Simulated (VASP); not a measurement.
# BAs in VASP: single point with PBEsol

Aim: the single point of BAs with PBEsol.

Program: VASP 6.6.1. These are calculated values, not measurements. Logs are shortened: lines on timing, memory, paths and dates and some standing lists are left out, and cuts for length are marked.

## (1) The cell of the first run

The cell holds a wire or tube with vacuum around it, 12 atoms: a = 17.400 Å, b = 9.300 Å, c = 5.622 Å, α = 90.00°, β = 90.00°, γ = 90.00°.

## (2) Single point, PBEsol

Input file INCAR:

```
ALGO = Normal ; EDIFF = 1E-6
ENCUT = 420 ; GGA = PS
GGA_COMPAT = False ; ISIF = 2
ISMEAR = 0 ; LASPH = True
LCHARG = True ; LELF = True
LREAL = False ; LVHAR = True
LWAVE = False ; NBANDS = 66
NELM = 120 ; PREC = Accurate
SIGMA = 0.05
```

Input file KPOINTS:

```
k-points
0
Gamma
  1 1 6
```

Input file POSCAR:

```
BAs
1.0
   17.4000000000      0.0000000000      0.0000000000
    0.0000000000      9.3000000000      0.0000000000
    0.0000000000      0.0000000000      5.6223452358
B As
6 6
Direct
    0.7118355162      0.5000000000      0.4113972180
    0.5438431897      0.5000000000      0.3095761539
    0.6569014549      0.5000000000      0.7947411750
    0.3430985451      0.5000000000      0.2947411750
    0.4561568103      0.5000000000      0.8095761539
    0.2881644838      0.5000000000      0.9113972180
    0.6419092653      0.5000000000      0.1450581254
    0.7679162668      0.5000000000      0.6897836572
    0.4456905959      0.5000000000      0.1494436706
    0.5543094041      0.5000000000      0.6494436706
    0.2320837332      0.5000000000      0.1897836572
    0.3580907347      0.5000000000      0.6450581254
```

Potentials or basis: VASP PAW PBE potentials, release 64 (B, As_d).

Command:

```bash
$ cat potpaw_PBE.64/B/POTCAR potpaw_PBE.64/As_d/POTCAR > POTCAR
$ mpirun -np 1 vasp_std > vasp.out
```

OUTCAR:

```text
EDIFF = 1E-6
   ENCUT = 420
   GGA = PS
   ISIF = 2
   ISMEAR = 0
   LASPH = True
   LREAL = False
   NELM = 120
   PREC = Accurate

 ion  position               nearest neighbor table
   1  0.712  0.500  0.411-   8 1.84   7 1.93
   2  0.544  0.500  0.310-  10 1.92   9 1.93   7 1.94
   3  0.657  0.500  0.795-  10 1.96   7 1.99   8 2.02
   4  0.343  0.500  0.295-   9 1.96  12 1.99  11 2.02
   5  0.456  0.500  0.810-   9 1.92  10 1.93  12 1.94
   6  0.288  0.500  0.911-  11 1.84  12 1.93
   7  0.642  0.500  0.145-   1 1.93   2 1.94   3 1.99
   8  0.768  0.500  0.690-   1 1.84   3 2.02
   9  0.446  0.500  0.149-   5 1.92   2 1.93   4 1.96
  10  0.554  0.500  0.649-   2 1.92   5 1.93   3 1.96
  11  0.232  0.500  0.190-   6 1.84   4 2.02
  12  0.358  0.500  0.645-   6 1.93   5 1.94   4 1.99

  LATTYP: Found a simple orthorhombic cell.
 ALAT       =     5.6223452358
 B/A-ratio  =     1.6541140058
 C/A-ratio  =     3.0947939463

  Lattice vectors:

 A1 = (   0.0000000000,   0.0000000000,  -5.6223452358)
 A2 = (   0.0000000000,   9.3000000000,   0.0000000000)
 A3 = (  17.4000000000,   0.0000000000,   0.0000000000)

Analysis of symmetry for initial positions (statically):
=====================================================================
 Subroutine PRICEL returns:
 Original cell was already a primitive cell.

 Routine SETGRP: Setting up the symmetry group for a
 simple orthorhombic supercell.

 Subroutine GETGRP returns: Found  4 space group operations
 (whereof  2 operations were pure point group operations)
 out of a pool of  8 trial point group operations.

The static configuration has the point symmetry C_1h.
 The point group associated with its full space group is C_2v.

Analysis of symmetry for dynamics (positions and initial velocities):
=====================================================================
 Subroutine PRICEL returns:
 Original cell was already a primitive cell.

 Routine SETGRP: Setting up the symmetry group for a
 simple orthorhombic supercell.

 Subroutine GETGRP returns: Found  4 space group operations
 (whereof  2 operations were pure point group operations)
 out of a pool of  8 trial point group operations.

The dynamic configuration has the point symmetry C_1h.
 The point group associated with its full space group is C_2v.

 Subroutine INISYM returns: Found  4 space group operations
 (whereof  2 operations are pure point group operations),
 and found     1 'primitive' translations

----------------------------------------------------------------------------------------

                                     Primitive cell

  volume of cell :     909.8079

  direct lattice vectors                    reciprocal lattice vectors
    17.400000000  0.000000000  0.000000000     0.057471264  0.000000000  0.000000000
     0.000000000  9.300000000  0.000000000     0.000000000  0.107526882  0.000000000
     0.000000000  0.000000000  5.622345236     0.000000000  0.000000000  0.177861721

  length of vectors
    17.400000000  9.300000000  5.622345236     0.057471264  0.107526882  0.177861721

  position of ions in fractional coordinates (direct lattice)
     0.711835516  0.500000000  0.411397218
     0.543843190  0.500000000  0.309576154
     0.656901455  0.500000000  0.794741175
     0.343098545  0.500000000  0.294741175
     0.456156810  0.500000000  0.809576154
     0.288164484  0.500000000  0.911397218
     0.641909265  0.500000000  0.145058125
     0.767916267  0.500000000  0.689783657
     0.445690596  0.500000000  0.149443671
     0.554309404  0.500000000  0.649443671
     0.232083733  0.500000000  0.189783657
     0.358090735  0.500000000  0.645058125

  ion indices of the primitive-cell ions
   primitive index   ion index
                 1           1
                 2           2
                 3           3
                 4           4
                 5           5
                 6           6
                 7           7
                 8           8
                 9           9
                10          10
                11          11
                12          12

----------------------------------------------------------------------------------------

 KPOINTS: k-points

Automatic generation of k-mesh.
 Grid dimensions read from file:
 generate k-points for:    1    1    6

 Generating k-lattice:

  Cartesian coordinates                     Fractional coordinates (reciprocal lattice)
     0.057471264  0.000000000  0.000000000     1.000000000  0.000000000  0.000000000
     0.000000000  0.107526882  0.000000000     0.000000000  1.000000000  0.000000000
     0.000000000  0.000000000  0.029643620     0.000000000  0.000000000  0.166666667

  Length of vectors
     0.057471264  0.107526882  0.029643620

  Shift w.r.t. Gamma in fractional coordinates (k-lattice)
     0.000000000  0.000000000  0.000000000

 Subroutine IBZKPT returns following result:
 ===========================================

 Found      4 irreducible k-points:

 Following reciprocal coordinates:
            Coordinates               Weight
  0.000000  0.000000  0.000000      1.000000
  0.000000  0.000000  0.166667      2.000000
  0.000000  0.000000  0.333333      2.000000
  0.000000  0.000000  0.500000      1.000000
   k-points           NKPTS =      4   k-points in BZ     NKDIM =      4   number of bands    NBANDS=     66
   number of dos      NEDOS =    301   number of ions     NIONS =     12
   total plane-waves  NPLWV = 307200
   dimension x,y,z NGX =   120 NGY =   64 NGZ =   40
   dimension x,y,z NGXF=   240 NGYF=  128 NGZF=   80
   ions per type =               6   6
   NGX,Y,Z   is equivalent  to a cutoff of  11.47, 11.44, 11.83 a.u.
   NGXF,Y,Z  is equivalent  to a cutoff of  22.93, 22.88, 23.66 a.u.
 SYSTEM =  unknown system
   PREC   = accura    normal or accurate (medium, high low for compatibility)
   ISTART =      0    job   : 0-new  1-cont  2-samecut
   ICHARG =      2    charge: 1-file 2-atom 10-const
   ISPIN  =      1    spin polarized calculation?
   LNONCOLLINEAR =      F non collinear calculations
   LSORBIT =      F    spin-orbit coupling
   LASPH  =      T    aspherical Exc in radial PAW
   ENCUT  =  420.0 eV  30.87 Ry    5.56 a.u.  29.08 15.54  9.40*2*pi/ulx,y,z
   NELM   =    120;   NELMIN=  2; NELMDL= -5     # of ELM steps
   EDIFF  = 0.1E-05   stopping-criterion for ELM
   LREAL  =      F    real-space projection
   EDIFFG = 0.1E-04   stopping-criterion for IOM
   NSW    =      0    number of steps for IOM
   IBRION =     -1    ionic relax: 0-MD 1-quasi-New 2-CG
   NFREE  =      0    steps in history (QN), initial steepest desc. (CG)
   ISIF   =      2    stress and relaxation
   ISYM   =      2    0-nonsym 1-usesym 2-fastsym
   POTIM  = 0.5000    time-step for ionic-motion
   TEBEG  =    0.0;   TEEND  =   0.0 temperature during run
   PSTRESS=    0.0 pullay stress
   NELECT =     108.0000    total number of electrons
   NUPDOWN=      -1.0000    fix difference up-down
   EMIN   =  10.00;   EMAX   =-10.00  energy-range for DOS
   EFERMI =   0.00;   METHOD = LEGACY
   ISMEAR =     0;   SIGMA  =   0.05  broadening in eV -4-tet -1-fermi 0-gaus
   EFERMI_NEDOS =   21; number of points for ismear=-14 and -15
   IALGO  =     38    algorithm
   IMIX   =      4    mixing-type and parameters
     AMIX     =   0.40;   BMIX     =  1.00
     AMIX_MAG =   1.60;   BMIX_MAG =  1.00
  volume/ion in A,a.u.               =      75.82       511.64
  Fermi-wavevector in a.u.,A,eV,Ry     =   0.804574  1.520425  8.807594  0.647340
  Thomas-Fermi vector in A             =   1.912657
   LORBIT       =      0    0 simple, 1 ext, 2 COOP (PROOUT), +10 PAW based schemes
   GGA     = PS    functional components
   LHFCALC =     F    Hartree Fock is set to
   AEXX    =    0.0000 exact exchange contribution
   IVDW    =     0    specifies the selected vdW correction
   LEPSILON=     F    determine dielectric tensor
   LRPA    =     F    only Hartree local field effects (RPA)
 non-spin polarized calculation
 Gauss-broadening in eV      SIGMA  =   0.05
  energy-cutoff  :      420.00
  volume of cell :      909.81
 maximum number of plane-waves:     17815
 NGX is ok and might be reduce to   120
   NGX = 59   NGY = 31   NGZ = 19

 number of electron     107.9999888 magnetization

 Free energy of the ion-electron system (eV)
  ---------------------------------------------------
  ext. energy  EPLUGINS =         0.00000000
  ---------------------------------------------------
  free energy    TOTEN  =       -63.52442143 eV

  energy without entropy =      -63.52442143  energy(sigma->0) =      -63.52442143

 E-fermi :  -2.9266     XC(G=0):  -3.2765

 val. band max:       -3.1936020847   @ k =   0.0000   0.0000   0.0000
 cond. band min:      -2.3257147604   @ k =   0.0000   0.0000   0.5000
 fundamental gap:      0.8678873243
 Fermi energy:        -2.9266005432

 k-point     1 :       0.0000    0.0000    0.0000
  band No.  band energies     occupation
      1     -38.7321      2.00000
      2     -38.7321      2.00000
      3     -38.7081      2.00000
      4     -38.7080      2.00000
      5     -38.6816      2.00000
      6     -38.6815      2.00000
[... 58 lines left out ...]
     65       1.1214      0.00000
     66       1.3064      0.00000

 k-point     2 :       0.0000    0.0000    0.1667
  band No.  band energies     occupation
      1     -38.7321      2.00000
      2     -38.7321      2.00000
      3     -38.7081      2.00000
      4     -38.7081      2.00000
      5     -38.6816      2.00000
      6     -38.6815      2.00000
[... 58 lines left out ...]
     65       0.8289      0.00000
     66       0.9174      0.00000

 k-point     3 :       0.0000    0.0000    0.3333
  band No.  band energies     occupation
      1     -38.7322      2.00000
      2     -38.7322      2.00000
      3     -38.7081      2.00000
      4     -38.7081      2.00000
      5     -38.6816      2.00000
      6     -38.6815      2.00000
[... 58 lines left out ...]
     65       0.8323      0.00000
     66       1.0722      0.00000

 k-point     4 :       0.0000    0.0000    0.5000
  band No.  band energies     occupation
      1     -38.7322      2.00000
      2     -38.7322      2.00000
      3     -38.7082      2.00000
      4     -38.7082      2.00000
      5     -38.6815      2.00000
      6     -38.6815      2.00000
[... 58 lines left out ...]
     65       1.3716      0.00000
     66       1.3730      0.00000

------------------------ aborting loop because EDIFF is reached ----------------------------------------

  FORCE on cell =-STRESS in cart. coord.  units (eV):
  Direction    XX          YY          ZZ          XY          YZ          ZX
  --------------------------------------------------------------------------------------
  -------------------------------------------------------------------------------------
  Total       -0.3061585     -0.0988122     -0.4104617      0.0000000      0.0000000      0.0000000
  in kB       -0.5391469     -0.1740090     -0.7228256      0.0000000      0.0000000      0.0000000
  external PRESSURE =      -0.4786605 kB  Pullay stress =       0.0000000 kB

 VOLUME and BASIS-vectors are now :
 -----------------------------------------------------------------------------
  energy-cutoff  :      420.00
  volume of cell :      909.81
      direct lattice vectors                 reciprocal lattice vectors
    17.400000000  0.000000000  0.000000000     0.057471264  0.000000000  0.000000000
     0.000000000  9.300000000  0.000000000     0.000000000  0.107526882  0.000000000
     0.000000000  0.000000000  5.622345236     0.000000000  0.000000000  0.177861721

 POSITION                                       TOTAL-FORCE (eV/Angst)
 -----------------------------------------------------------------------------------
     12.38594      4.65000      2.31302        -0.002484      0.000000      0.004884
      9.46287      4.65000      1.74054        -0.008742      0.000000      0.000275
     11.43009      4.65000      4.46831        -0.016737      0.000000      0.007319
      5.96991      4.65000      1.65714         0.016737      0.000000      0.007319
      7.93713      4.65000      4.55172         0.008742      0.000000      0.000275
      5.01406      4.65000      5.12419         0.002484      0.000000      0.004884
     11.16922      4.65000      0.81557         0.014603      0.000000      0.008348
     13.36174      4.65000      3.87820        -0.005845      0.000000     -0.022599
      7.75502      4.65000      0.84022         0.004064      0.000000      0.001774
      9.64498      4.65000      3.65140        -0.004064      0.000000      0.001774
      4.03826      4.65000      1.06703         0.005845      0.000000     -0.022599
      6.23078      4.65000      3.62674        -0.014603      0.000000      0.008348
 -----------------------------------------------------------------------------------
    total drift:                                0.000000     -0.000000     -0.004226

  FREE ENERGIE OF THE ION-ELECTRON SYSTEM (eV)
  ---------------------------------------------------
  free  energy   TOTEN  =       -63.5244214345 eV

  energy  without entropy=      -63.5244214345  energy(sigma->0) =      -63.52442143
```

It took 7.8 min on 1 thread of Intel Xeon Platinum 8375C at 2.90GHz (Ice Lake), shared host; peak memory 0.68 GiB.

What came out:

```yaml
Free_energy: -63.5244 eV
Largest_force: 0.023 eV/Å
Band_gap_on_the_k_mesh: 0.87 eV (least direct gap 1.07 eV)
```

Forces on the atoms (eV/Å):
```
B   -0.002  0.000  0.005
B   -0.009  0.000  0.000
B   -0.017  0.000  0.007
B    0.017  0.000  0.007
B    0.009  0.000  0.000
B    0.002  0.000  0.005
As   0.015  0.000  0.008
As  -0.006  0.000 -0.023
As   0.004  0.000  0.002
As  -0.004  0.000  0.002
As   0.006  0.000 -0.023
As  -0.015  0.000  0.008
```

Caveat: the PAW data sets were made with another functional, which shifts forces and pressure a little.
